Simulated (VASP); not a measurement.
# Bi (Im-3m) in VASP: settings compared

Aim: see how the results for Bi move with the level of theory and the settings. Levels: PBE0, r2SCAN0, r2SCANh, r2SCAN. Tasks: single point, relaxation of cell and atoms.

All numbers are computed with VASP 6.6.1; they aren't measurements. Logs are shortened: lines on timing, memory, paths and dates and some standing lists are left out, and cuts for length are marked.

**1. The cell of the first run**

The structure is cubic, space group Im-3m (No. 229). The conventional cell has a = 3.913 Å, b = 3.913 Å, c = 3.913 Å, α = 90.00°, β = 90.00°, γ = 90.00°. Within 4.5 Å of Bi (site symmetry m-3m) lie 14 Bi at 3.39 to 3.91 Å.

This isn't the form of Bi at room conditions, which is rhombohedral.

**2. Single point, PBE0**

POSCAR

```
Bi
1.0
   -1.9564277485      1.9564277485      1.9564277485
    1.9564277485     -1.9564277485      1.9564277485
    1.9564277485      1.9564277485     -1.9564277485
Bi
1
Direct
    0.0000000000      0.0000000000      0.0000000000
```

INCAR.step1

```
ALGO     = Normal         # electronic algorithm
EDIFF    = 1E-5           # SCF threshold, eV
ENCUT    = 520            # plane-wave cutoff, eV
GGA      = PE             # functional
ISIF     = 2              # what is computed and relaxed
ISMEAR   = -1             # smearing method
LASPH    = T              # aspherical terms in the spheres
LCHARG   = F              # write CHGCAR
LREAL    = F              # projectors in reciprocal space
LWAVE    = T              # write WAVECAR
NBANDS   = 14             # bands
NELM     = 100            # most SCF steps
PREC     = Accurate       # precision mode
SIGMA    = 0.05           # smearing width, eV
```

INCAR.step2

```
AEXX     = 0.25           # exact-exchange fraction
ALGO     = Normal         # electronic algorithm
EDIFF    = 1E-6           # SCF threshold, eV
ENCUT    = 520            # plane-wave cutoff, eV
GGA      = PE             # functional
ISIF     = 2              # what is computed and relaxed
ISMEAR   = -1             # smearing method
ISTART   = 1            
LASPH    = T              # aspherical terms in the spheres
LCHARG   = F              # write CHGCAR
LHFCALC  = T              # exact exchange
LREAL    = F              # projectors in reciprocal space
LWAVE    = F              # write WAVECAR
NBANDS   = 14             # bands
NELM     = 100            # most SCF steps
PREC     = Accurate       # precision mode
PRECFOCK = Normal       
SIGMA    = 0.05           # smearing width, eV
```

KPOINTS

```
k-points
0
Gamma
  5 5 5
```

Potentials or basis: VASP PAW PBE potentials, release 64 (Bi_d).

Run with:

```bash
cat potpaw_PBE.64/Bi_d/POTCAR > POTCAR
cp INCAR.step1 INCAR
mpirun -np 1 vasp_std > vasp.out
cp INCAR.step2 INCAR
mpirun -np 1 vasp_std > vasp.out
```

OUTCAR:

```text
AEXX = 0.25
   EDIFF = 1E-6
   ENCUT = 520
   GGA = PE
   ISIF = 2
   ISMEAR = -1
   ISTART = 1
   LASPH = T
   LHFCALC = T
   LREAL = F
   NELM = 100
   PREC = Accurate
   PRECFOCK = Normal

 ion  position               nearest neighbor table
   1  0.000  0.000  0.000-

  LATTYP: Found a body centered cubic cell.
 ALAT       =     3.9128554970

  Lattice vectors:

 A1 = (  -1.9564277485,   1.9564277485,   1.9564277485)
 A2 = (   1.9564277485,  -1.9564277485,   1.9564277485)
 A3 = (   1.9564277485,   1.9564277485,  -1.9564277485)

Analysis of symmetry for initial positions (statically):
=====================================================================
 Subroutine PRICEL returns:
 Original cell was already a primitive cell.

 Routine SETGRP: Setting up the symmetry group for a
 body centered cubic supercell.

 Subroutine GETGRP returns: Found 48 space group operations
 (whereof 48 operations were pure point group operations)
 out of a pool of 48 trial point group operations.

The static configuration has the point symmetry O_h .

Analysis of symmetry for dynamics (positions and initial velocities):
=====================================================================
 Subroutine PRICEL returns:
 Original cell was already a primitive cell.

 Routine SETGRP: Setting up the symmetry group for a
 body centered cubic supercell.

 Subroutine GETGRP returns: Found 48 space group operations
 (whereof 48 operations were pure point group operations)
 out of a pool of 48 trial point group operations.

The dynamic configuration has the point symmetry O_h .

 Subroutine INISYM returns: Found 48 space group operations
 (whereof 48 operations are pure point group operations),
 and found     1 'primitive' translations

----------------------------------------------------------------------------------------

                                     Primitive cell

  volume of cell :      29.9538

  direct lattice vectors                    reciprocal lattice vectors
    -1.956427748  1.956427748  1.956427748     0.000000000  0.255567833  0.255567833
     1.956427748 -1.956427748  1.956427748     0.255567833  0.000000000  0.255567833
     1.956427748  1.956427748 -1.956427748     0.255567833  0.255567833  0.000000000

  length of vectors
     3.388632262  3.388632262  3.388632262     0.361427495  0.361427495  0.361427495

  position of ions in fractional coordinates (direct lattice)
     0.000000000  0.000000000  0.000000000

  ion indices of the primitive-cell ions
   primitive index   ion index
                 1           1

----------------------------------------------------------------------------------------

 KPOINTS: k-points

Automatic generation of k-mesh.
 Grid dimensions read from file:
 generate k-points for:    5    5    5

 Generating k-lattice:

  Cartesian coordinates                     Fractional coordinates (reciprocal lattice)
     0.000000000  0.051113567  0.051113567     0.200000000  0.000000000  0.000000000
     0.051113567  0.000000000  0.051113567     0.000000000  0.200000000  0.000000000
     0.051113567  0.051113567  0.000000000     0.000000000  0.000000000  0.200000000

  Length of vectors
     0.072285499  0.072285499  0.072285499

  Shift w.r.t. Gamma in fractional coordinates (k-lattice)
     0.000000000  0.000000000  0.000000000

 Subroutine IBZKPT returns following result:
 ===========================================

 Found     10 irreducible k-points:

 Following reciprocal coordinates:
            Coordinates               Weight
  0.000000  0.000000  0.000000      1.000000
  0.200000  0.000000  0.000000     12.000000
  0.400000  0.000000  0.000000     12.000000
  0.200000  0.200000  0.000000     24.000000
  0.400000  0.200000  0.000000     24.000000
  0.200000  0.200000  0.200000      8.000000
 -0.200000  0.200000  0.200000      6.000000
 -0.400000  0.400000  0.200000     24.000000
 -0.400000 -0.400000  0.200000      8.000000
 -0.400000  0.400000  0.400000      6.000000
   k-points           NKPTS =     10   k-points in BZ     NKDIM =    125   number of bands    NBANDS=     14
   number of dos      NEDOS =    301   number of ions     NIONS =      1
   total plane-waves  NPLWV =  21952
   dimension x,y,z NGX =    28 NGY =   28 NGZ =   28
   dimension x,y,z NGXF=    56 NGYF=   56 NGZF=   56
   ions per type =               1
   NGX,Y,Z   is equivalent  to a cutoff of  13.74, 13.74, 13.74 a.u.
   NGXF,Y,Z  is equivalent  to a cutoff of  27.47, 27.47, 27.47 a.u.
 SYSTEM =  unknown system
   PREC   = accura    normal or accurate (medium, high low for compatibility)
   ISTART =      1    job   : 0-new  1-cont  2-samecut
   ICHARG =      0    charge: 1-file 2-atom 10-const
   ISPIN  =      1    spin polarized calculation?
   LNONCOLLINEAR =      F non collinear calculations
   LSORBIT =      F    spin-orbit coupling
   LASPH  =      T    aspherical Exc in radial PAW
   ENCUT  =  520.0 eV  38.22 Ry    6.18 a.u.   6.30  6.30  6.30*2*pi/ulx,y,z
[... 32 lines left out ...]
   NKREDZ  =     1    reduce k-point grid by
   AEXX    =    0.2500 exact exchange contribution
   HFSCREEN=    0.0000 screening length (either q_TF or 0.3 A-1)
   HFSCREENC=   0.0000 screening length for correlation (either q_TF or 0.3 A-1)
   ENCUTFOCK=  -1.0 apply spherical cutoff to Coloumb kernel
   IVDW    =     0    specifies the selected vdW correction
   LEPSILON=     F    determine dielectric tensor
   LRPA    =     F    only Hartree local field effects (RPA)
 non-spin polarized calculation
  energy-cutoff  :      520.00
  volume of cell :       29.95
 maximum number of plane-waves:       818
 NGX is ok and might be reduce to    28
  NGX = 20; NGY = 20; NGZ = 20

 number of electron      15.0000000 magnetization

 Free energy of the ion-electron system (eV)
  ---------------------------------------------------
  ext. energy  EPLUGINS =         0.00000000
  ---------------------------------------------------
  free energy    TOTEN  =        -4.85842410 eV

  energy without entropy =       -4.85200694  energy(sigma->0) =       -4.85521552

 E-fermi :   8.3970     XC(G=0):  -8.2749

 val. band max:        8.2894461220   @ k =  -0.4000   0.4000   0.2000
 cond. band min:       9.0084714866   @ k =   0.2000   0.2000   0.0000
 fundamental gap:      0.7190253646
 Fermi energy:         8.3970313137

 k-point     1 :       0.0000    0.0000    0.0000
  band No.  band energies     occupation
      1     -17.3512      2.00000
      2     -17.3512      2.00000
      3     -17.3512      2.00000
      4     -17.1953      2.00000
      5     -17.1953      2.00000
      6      -7.3770      2.00000
      7      14.8020      0.00000
      8      14.8020      0.00000
      9      14.8020      0.00000
     10      19.1579      0.00000
     11      19.9952      0.00000
     12      19.9952      0.00000
     13      19.9952      0.00000
     14      21.3796      0.00000

 k-point     2 :       0.2000    0.0000    0.0000
  band No.  band energies     occupation
      1     -17.3684      2.00000
      2     -17.3278      2.00000
      3     -17.2656      2.00000
      4     -17.2127      2.00000
      5     -17.1997      2.00000
      6      -6.5307      2.00000
      7       9.5196      0.00000
      8      12.8445      0.00000
      9      14.0487      0.00000
     10      17.0322      0.00000
     11      18.1641      0.00000
     12      19.8559      0.00000
     13      21.5756      0.00000
     14      24.1998      0.00000

 k-point     3 :       0.4000    0.0000    0.0000
  band No.  band energies     occupation
      1     -17.3966      2.00000
      2     -17.3249      2.00000
      3     -17.2099      2.00000
      4     -17.2066      2.00000
      5     -17.1225      2.00000
      6      -4.3045      2.00000
      7       3.0743      2.00000
      8      10.7680      0.00000
      9      12.9229      0.00000
     10      15.4579      0.00000
     11      16.9745      0.00000
     12      21.6468      0.00000
     13      23.0133      0.00000
     14      27.3433      0.00000
[... 86 lines left out ...]
 k-point     9 :      -0.4000   -0.4000    0.2000
  band No.  band energies     occupation
      1     -17.3067      2.00000
      2     -17.3067      2.00000
      3     -17.2747      2.00000
      4     -17.1422      2.00000
      5     -17.1422      2.00000
      6      -2.3465      2.00000
      7       4.4132      2.00000
      8       4.4132      2.00000
      9      10.7758      0.00000
     10      15.9601      0.00000
     11      15.9601      0.00000
     12      19.2337      0.00000
     13      25.6275      0.00000
     14      26.6846      0.00000

 k-point    10 :      -0.4000    0.4000    0.4000
  band No.  band energies     occupation
      1     -17.3530      2.00000
      2     -17.3375      2.00000
      3     -17.1504      2.00000
      4     -17.1504      2.00000
      5     -17.1444      2.00000
      6      -1.7777      2.00000
      7       5.5002      2.00000
      8       6.2521      2.00000
      9       6.2521      2.00000
     10      12.7846      0.00000
     11      14.7368      0.00000
     12      24.5091      0.00000
     13      25.7616      0.00000
     14      25.7616      0.00000

------------------------ aborting loop because EDIFF is reached ----------------------------------------

  FORCE on cell =-STRESS in cart. coord.  units (eV):
  Direction    XX          YY          ZZ          XY          YZ          ZX
  --------------------------------------------------------------------------------------
  -------------------------------------------------------------------------------------
  Total       -0.0300072     -0.0300072     -0.0300072     -0.0000000      0.0000000     -0.0000000
  in kB       -1.6050342     -1.6050342     -1.6050342     -0.0000000      0.0000000     -0.0000000
  external PRESSURE =      -1.6050342 kB  Pullay stress =       0.0000000 kB

 VOLUME and BASIS-vectors are now :
 -----------------------------------------------------------------------------
  energy-cutoff  :      520.00
  volume of cell :       29.95
      direct lattice vectors                 reciprocal lattice vectors
    -1.956427748  1.956427748  1.956427748     0.000000000  0.255567833  0.255567833
     1.956427748 -1.956427748  1.956427748     0.255567833  0.000000000  0.255567833
     1.956427748  1.956427748 -1.956427748     0.255567833  0.255567833  0.000000000

 POSITION                                       TOTAL-FORCE (eV/Angst)
 -----------------------------------------------------------------------------------
      0.00000      0.00000      0.00000         0.000000      0.000000     -0.000000
 -----------------------------------------------------------------------------------
    total drift:                               -0.000000      0.000000      0.000000

  FREE ENERGIE OF THE ION-ELECTRON SYSTEM (eV)
  ---------------------------------------------------
  free  energy   TOTEN  =        -4.8584241004 eV

  energy  without entropy=       -4.8520069419  energy(sigma->0) =       -4.85521552
```

Wall time 8.6 min (1 thread of Intel Xeon Platinum 8375C at 2.90GHz (Ice Lake), shared host); peak memory 0.16 GiB.

Results:

```yaml
Free_energy: -4.8584 eV
Pressure: -0.2 GPa
Band_gap_on_the_k_mesh: zero (an odd number of electrons rules out a gap without spin polarisation)
```

Levels at points of the mesh, in eV from the Fermi level:
| k point | band 5 | band 6 | band 7 | band 8 | band 9 | band 10 |
| --- | --- | --- | --- | --- | --- | --- |
| (0.00, 0.00, 0.00) | -25.59 | -15.77 | 6.40 | 6.40 | 6.40 | 10.76 |

Caveat: the k points lie up to 0.45 Å⁻¹ apart, too coarse for converged energies and pressures of a metal; the PAW data sets were made with another functional, which shifts forces and pressure a little; spin-orbit coupling is left out, which moves the levels of the heavy elements.

**3. Single point, r2SCAN0**

This run uses another cell than the first one, of 31.12 Å³/atom.

POSCAR

```
Bi
1.0
   -1.9814305318      1.9814305318      1.9814305318
    1.9814305318     -1.9814305318      1.9814305318
    1.9814305318      1.9814305318     -1.9814305318
Bi
1
Direct
    0.0000000000      0.0000000000      0.0000000000
```

INCAR.step1

```
SYSTEM = Bi
PREC = Accurate ; ENCUT = 520
EDIFF = 1E-5 ; ISMEAR = -1
SIGMA = 0.05 ; LREAL = .False.
LASPH = .True. ; NELM = 100
ALGO = Normal ; ISIF = 2
LWAVE = .True. ; GGA = PE
NBANDS = 14
```

INCAR.step2

```
SYSTEM = Bi
PREC = Accurate ; ENCUT = 520
EDIFF = 1E-6 ; ISMEAR = -1
SIGMA = 0.05 ; LREAL = .False.
LASPH = .True. ; NELM = 100
ALGO = Normal ; ISIF = 2
LWAVE = .False. ; LCHARG = .True.
METAGGA = R2SCAN ; LHFCALC = .True.
AEXX = 0.25 ; LMIXTAU = .True.
PRECFOCK = Normal ; LELF = .True.
LVHAR = .True. ; ISTART = 1
NBANDS = 14
```

KPOINTS

```
regular mesh
0
Gamma
  5 5 5
  0 0 0
```

Potentials or basis: VASP PAW PBE potentials, release 64 (Bi_d).

Run with:

```bash
cat potpaw_PBE.64/Bi_d/POTCAR > POTCAR
cp INCAR.step1 INCAR
mpirun -np 1 vasp_std > vasp.out
cp INCAR.step2 INCAR
mpirun -np 1 vasp_std > vasp.out
```

It took 9.4 min on 1 thread of Intel Xeon Platinum 8375C at 2.90GHz (Ice Lake), shared host; peak memory 0.16 GiB.

Results (log left out):

* Free energy: -46.1076 eV
* Pressure: -2.6 GPa
* Band gap on the k mesh: zero (an odd number of electrons rules out a gap without spin polarisation)

Levels at points of the mesh, in eV from the Fermi level:
```csv
k point,band 5,band 6,band 7,band 8,band 9,band 10
"(0.00, 0.00, 0.00)",-25.97,-15.84,6.31,6.31,6.31,11.05
```

Caveat: the k points lie up to 0.45 Å⁻¹ apart, too coarse for converged energies and pressures of a metal; the PAW data sets were made with another functional, which shifts forces and pressure a little; spin-orbit coupling is left out, which moves the levels of the heavy elements.

**4. Single point, r2SCANh**

This run uses another cell than the first one, of 31.12 Å³/atom.

POSCAR is that of step 3.

INCAR.step1

```
ALGO = Normal ; EDIFF = 1E-5
ENCUT = 520 ; GGA = PE
ISIF = 2 ; ISMEAR = -1
LASPH = T ; LCHARG = F
LREAL = F ; LWAVE = T
NBANDS = 14 ; NELM = 60
PREC = Accurate ; SIGMA = 0.05
```

INCAR.step2

```
AEXX = 0.1 ; ALGO = Normal
EDIFF = 1E-7 ; ENCUT = 520
ISIF = 2 ; ISMEAR = -1
ISTART = 1 ; LASPH = T
LCHARG = F ; LHFCALC = T
LMIXTAU = T ; LREAL = F
LWAVE = F ; METAGGA = R2SCAN
NBANDS = 14 ; NELM = 60
PREC = Accurate ; PRECFOCK = Normal
SIGMA = 0.05
```

KPOINTS

```
k-points
0
Gamma
  5 5 5
```

Run with:

```bash
cat potpaw_PBE.64/Bi_d/POTCAR > POTCAR
cp INCAR.step1 INCAR
mpirun -np 1 vasp_std > vasp.out
cp INCAR.step2 INCAR
mpirun -np 1 vasp_std > vasp.out
```

It took 11 min on 1 thread of Intel Xeon Platinum 8375C at 2.90GHz (Ice Lake), shared host; peak memory 0.17 GiB.

It converged, with:

* Free energy: -53.3407 eV
* Pressure: -1.5 GPa
* Band gap on the k mesh: zero (an odd number of electrons rules out a gap without spin polarisation)

Levels at points of the mesh, in eV from the Fermi level:
```tsv
k point	band 3	band 4	band 5	band 6	band 7	band 8	band 9	band 10	band 11	band 12
(0.00, 0.00, 0.00)	-24.86	-24.72	-24.72	-14.97	5.57	5.57	5.57	10.36	11.51	11.51
```

Caveat: the k points lie up to 0.45 Å⁻¹ apart, too coarse for converged energies and pressures of a metal; the PAW data sets were made with another functional, which shifts forces and pressure a little; spin-orbit coupling is left out, which moves the levels of the heavy elements.

**5. Relaxation of cell and atoms, r2SCAN**

This run uses another cell than the first one, of 31.12 Å³/atom.

POSCAR is that of step 4.

INCAR.step1

```
SYSTEM = Bi
PREC = Accurate ; ENCUT = 600
ISMEAR = -1 ; SIGMA = 0.05
LREAL = .FALSE. ; LASPH = .TRUE.
NELM = 80 ; GGA = PE
ALGO = Normal ; EDIFF = 1E-4
LWAVE = .TRUE. ; LCHARG = .FALSE.
```

INCAR.step2

```
SYSTEM = Bi
PREC = Accurate ; ENCUT = 600
EDIFF = 1E-6 ; ISMEAR = -1
SIGMA = 0.05 ; LREAL = .FALSE.
LASPH = .TRUE. ; NELM = 80
ALGO = Normal ; ISIF = 3
LWAVE = .FALSE. ; LCHARG = .FALSE.
METAGGA = R2SCAN ; LMIXTAU = .TRUE.
IBRION = 2 ; NSW = 60
EDIFFG = -0.01 ; ISTART = 1
```

KPOINTS

```
regular mesh
0
G
  9 9 9
  0 0 0
```

Run with:

```bash
cat potpaw_PBE.64/Bi_d/POTCAR > POTCAR
cp INCAR.step1 INCAR
mpirun -np 1 vasp_std > vasp.out
cp INCAR.step2 INCAR
mpirun -np 1 vasp_std > vasp.out
```

Run time: 3.2 min. Hardware: 1 thread of Intel Xeon 8259CL, shared host; peak memory 0.14 GiB.

Results (log left out):

- Free energy: -58.2883 eV
- Relaxed volume: 31.19 Å³/atom
- Relaxed cell: a = 3.435 Å, b = 3.435 Å, c = 3.435 Å, α = 109.47°, β = 109.47°, γ = 109.47°
- Space group after relaxing (to 0.1 Å): Im-3m (No. 229)
- Energy gained by relaxing: 0.0 meV/atom
- Ionic steps: 2
- Pressure after relaxing: 0.0 GPa
- Band gap on the k mesh: zero (an odd number of electrons rules out a gap without spin polarisation)

Final structure:
```yaml
crystal:
  lattice:
    - [-1.98304, 1.98304, 1.98304]
    - [1.98304, -1.98304, 1.98304]
    - [1.98304, 1.98304, -1.98304]
  atoms:
    - { symbol: Bi, position: [0.00000, 0.00000, 0.00000] }
```

Levels at points of the mesh, in eV from the Fermi level:
| k point | band 4 | band 5 | band 6 | band 7 | band 8 | band 9 | band 10 | band 11 |
| --- | --- | --- | --- | --- | --- | --- | --- | --- |
| (0.00, 0.00, 0.00) | -23.69 | -23.69 | -14.19 | 5.24 | 5.24 | 5.24 | 10.01 | 11.19 |

Caveat: the PAW data sets were made with another functional, which shifts forces and pressure a little; spin-orbit coupling is left out, which moves the levels of the heavy elements.

**6. The runs side by side**

```csv
task,level,cell,k mesh,cutoff (eV),grid for exact exchange (PRECFOCK),share of exact exchange,gap on the mesh (eV),pressure (GPa)
single point,PBE0,"a = 3.389 Å, angles 109.5°, 1 atom",5 × 5 × 5,520,Normal,0.25,none,-0.2
single point,r2SCAN0,"a = 3.432 Å, angles 109.5°, 1 atom",5 × 5 × 5,520,Normal,0.25,none,-2.6
single point,r2SCANh,"a = 3.432 Å, angles 109.5°, 1 atom",5 × 5 × 5,520,Normal,0.1,none,-1.5
relaxation of cell and atoms,r2SCAN,"relaxed from a = 3.432 Å, angles 109.5°, 1 atom",9 × 9 × 9,600,-,-,none,0.0
```

Alike in all rows: potentials or basis VASP PAW PBE potentials, release 64 (Bi_d); no spin polarisation; smearing fermi-dirac 0.05 eV.

Caveats: some runs use coarse meshes; the PAW data sets were made with another functional, which shifts forces and pressure a little; spin-orbit coupling is left out, which moves the levels of the heavy elements.

Total energies depend on the potentials used, so only differences within one code and one set of settings carry meaning.

The gap in the log of VASP goes by the Fermi energy; the results here count the filled bands.